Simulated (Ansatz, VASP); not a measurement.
# Two plane-wave programs on GePt

```
CELL_PARAMETERS angstrom
0.00000 2.80725 2.80725
2.80725 0.00000 2.80725
2.80725 2.80725 0.00000
ATOMIC_POSITIONS crystal
Ge 0.00000 0.00000 0.00000
Pt 0.25000 0.25000 0.25000
```

Change from the starting cell: species swapped into the BP type (F-43m, No. 216).

Alike in both runs: functional PBE; k mesh 7 × 7 × 7; occupations gaussian, width 0.2 eV; no spin polarisation.

Ansatz relaxed the structure, and its values are those at the end. VASP's run is a single point on that final structure, the one shown.

```csv
,VASP,Ansatz
version,VASP 6.6.1,Ansatz 0.2.0
potentials or method,"VASP PAW PBE potentials, release 64 (Ge_d, Pt), cutoff 500 eV","scalar-relativistic, plane waves, PAW"
valence electrons in the cell,24,32
```

|  | VASP | Ansatz | Ansatz less VASP |
| --- | --- | --- | --- |
| gap on the k mesh at the Fermi level (eV) | none | none | - |
| pressure (GPa) | 0.7 | 0.7 | 0.00 |

A gap of «none» marks a metal or a gap that the smearing closes. VASP's potentials hold 24 valence electrons a cell and Ansatz's 32, so a difference there can come from the potentials and not from the codes.

Spin-orbit coupling is off throughout.
